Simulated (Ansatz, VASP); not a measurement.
## MnO: VASP beside Ansatz

The input INCAR:

```
SYSTEM = MnO
PREC = Accurate
ENCUT = 520
EDIFF = 1E-6
ISMEAR = -1
SIGMA = 0.05
LREAL = .FALSE.
LASPH = .TRUE.
NELM = 150
ALGO = Normal
ISIF = 2
LWAVE = .FALSE.
LCHARG = .TRUE.
ISPIN = 2
MAGMOM = 1 0
LORBIT = 11
NUPDOWN = 1.0
LMAXMIX = 4
GGA = PE
LELF = .TRUE.
LVHAR = .TRUE.
NBANDS = 20
```

File KPOINTS:

```
regular mesh
0
G
  10 10 10
  0 0 0
```

File POSCAR:

```
MnO
1.0
    0.0000000000      2.2239077028      2.2239077028
    2.2239077028      0.0000000000      2.2239077028
    2.2239077028      2.2239077028      0.0000000000
Mn O
1 1
Direct
    0.0000000000      0.0000000000      0.0000000000
    0.5000000000      0.5000000000      0.5000000000
```

File input.yaml:

```yaml
crystal:
  lattice:
    - [0.0, 2.2239077028, 2.2239077028]
    - [2.2239077028, 0.0, 2.2239077028]
    - [2.2239077028, 2.2239077028, 0.0]
  atoms:
    - { symbol: Mn, position: [0.0, 0.0, 0.0], spin: 1.0 }
    - { symbol: O, position: [0.5, 0.5, 0.5] }
kpoints:
  mp_grid: { grid: [10, 10, 10] }
scf:
  occupations: { method: fermi_dirac, width: 0.05 }
hamiltonian:
  xc: pbe
  pseudopotentials: { kind: all_electron, lapw: { basis_error: 0.001 } }
magnetization:
  spin_polarized: true
  initial_magnetization: 1.0
  spin_locking: { lock_magnetization: hard }
output:
  forces: true
  stress: true
  eigenvalues: true
```

Alike in both runs: task single point; functional PBE; k mesh 10 × 10 × 10; occupations fermi-dirac, width 0.05 eV; collinear spin; fixed moment 1 μB.

|  | VASP | Ansatz |
| --- | --- | --- |
| version | VASP 6.6.1 | Ansatz 0.2.0 |
| potentials or method | VASP PAW PBE potentials, release 64 (Mn_pv, O), cutoff 520 eV | all-electron LAPW, scalar-relativistic |

|  | VASP | Ansatz | Ansatz less VASP |
| --- | --- | --- | --- |
| pressure (GPa) | -25.0 | -24.4 | +0.61 |
| size of the moment on the site where the two differ most (μB) | 0.94 | 0.94 | -0.003 |

Site moments also hang on the region over which each program counts them. Ansatz ran all-electron here, and VASP with PAW potentials.
